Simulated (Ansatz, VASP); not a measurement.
HfSiO4: VASP beside Ansatz

```
Hf Si O
1.0
    -3.27670    3.27670    2.98225
     3.27670   -3.27670    2.98225
     3.27670    3.27670   -2.98225
Hf Si O
2 2 8
Direct
  0.00000 0.00000 0.00000
  0.75000 0.25000 0.50000
  0.25000 0.75000 0.50000
  0.50000 0.50000 0.00000
  0.13409 0.31920 0.81489
  0.06920 0.75431 0.68511
  0.06920 0.38409 0.31489
  0.50431 0.31920 0.18511
  0.68080 0.49569 0.81489
  0.61591 0.93080 0.68511
  0.24569 0.93080 0.31489
  0.68080 0.86591 0.18511
```

Alike in both runs: task relaxation of cell and atoms; functional PBE; k mesh 4 × 4 × 4; occupations gaussian, width 0.1 eV; no spin polarisation.

```csv
,VASP,Ansatz
version,VASP 6.6.1,Ansatz 0.2.0
potentials or method,"VASP PAW PBE potentials, release 64 (Hf_pv, Si, O), cutoff 600 eV","scalar-relativistic, plane waves, PAW"
valence electrons in the cell,76,108
```

|  | VASP | Ansatz | Ansatz less VASP |
| --- | --- | --- | --- |
| gap on the k mesh at the Fermi level, each at its own relaxed structure (eV) | 5.34 | 5.34 | -0.005 |
| relaxed volume (Å³/atom) | 10.95 | 11.04 | +0.091 |
| relaxed cell length with the largest relative difference (Å) | 5.559 | 5.575 | +0.0163 |

VASP's potentials hold 76 valence electrons a cell and Ansatz's 108, so a difference there can come from the potentials and not from the codes.

Spin-orbit coupling is off throughout.
